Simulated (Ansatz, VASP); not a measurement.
Given: the input of a run of VASP 6.6.1 on Ti.

File POSCAR:

```
Ti
1.0
    2.8897790207      0.0000000000      0.0000000000
   -1.4448895104      2.5026220433      0.0000000000
    0.0000000000      0.0000000000      4.5844629888
Ti
2
Direct
    0.6666666667      0.3333333333      0.7500000000
    0.3333333333      0.6666666667      0.2500000000
```

File INCAR.step1:

```
SYSTEM = Ti
ALGO = Normal
EDIFF = 1E-4
ENCUT = 520
GGA = PE
ISMEAR = -1
LASPH = .TRUE.
LCHARG = .FALSE.
LREAL = .FALSE.
LWAVE = .TRUE.
NBANDS = 19
NELM = 80
PREC = Accurate
SIGMA = 0.05
```

INCAR.step2

```
SYSTEM = Ti
ALGO = Normal
EDIFF = 1E-6
ENCUT = 520
ISIF = 2
ISMEAR = -1
ISTART = 1
IVDW = 13
LASPH = .TRUE.
LCHARG = .FALSE.
LMIXTAU = .TRUE.
LREAL = .FALSE.
LWAVE = .FALSE.
METAGGA = R2SCAN
NBANDS = 19
NELM = 80
PREC = Accurate
SIGMA = 0.05
VDW_A1 = 0.51559235
VDW_A2 = 5.77342911
VDW_S6 = 1.0
VDW_S8 = 0.6018749
```

File KPOINTS:

```
k-points
0
G
  10 10 6
  0 0 0
```

Potentials or basis: VASP PAW PBE potentials, release 64 (Ti_sv).

Launch:

```bash
$ cat potpaw_PBE.64/Ti_sv/POTCAR > POTCAR
$ cp INCAR.step1 INCAR
$ mpirun -np 1 vasp_std > vasp.out
$ cp INCAR.step2 INCAR
$ mpirun -np 1 vasp_std > vasp.out
```

Task: Translate it to Ansatz 0.2.0. Potentials there: Ansatz PAW.

Result: As run (the cutoff follows the program's own potentials):

Contents of input.yaml:

```yaml
crystal:
  lattice:
    - [2.8897790207, 0.0, 0.0]
    - [-1.4448895104, 2.5026220433, 0.0]
    - [0.0, 0.0, 4.5844629888]
  atoms:
    - { symbol: Ti, position: [0.6666666667, 0.3333333333, 0.75] }
    - { symbol: Ti, position: [0.3333333333, 0.6666666667, 0.25] }
hamiltonian:
  xc: r2scan
  pseudopotentials: { kind: paw }
  dispersion: d4
kpoints:
  mp_grid: { grid: [10, 10, 6] }
scf:
  occupations: { method: fermi_dirac, width: 0.05 }
output:
  forces: true
  stress: true
  eigenvalues: true
```

Potentials or basis: Ansatz PAW.

Command:

```sh
$ ansatz run input.yaml --threads 2 --pin off --max-ram 5120MiB --backend cpu --events-out ev --progress --plain --runs-dir out
```

Both were run:

|  | VASP | Ansatz | Ansatz less VASP |
| --- | --- | --- | --- |
| gap on the k mesh at the Fermi level (eV) | none | none | - |
| pressure (GPa) | 5.3 | 4.9 | -0.40 |
| traceless stress, the component that is largest in VASP (GPa) | -0.45 | -0.46 | -0.008 |

VASP's potentials were made for PBE, not for r2SCAN. A gap of «none» marks a metal or a gap that the smearing closes.
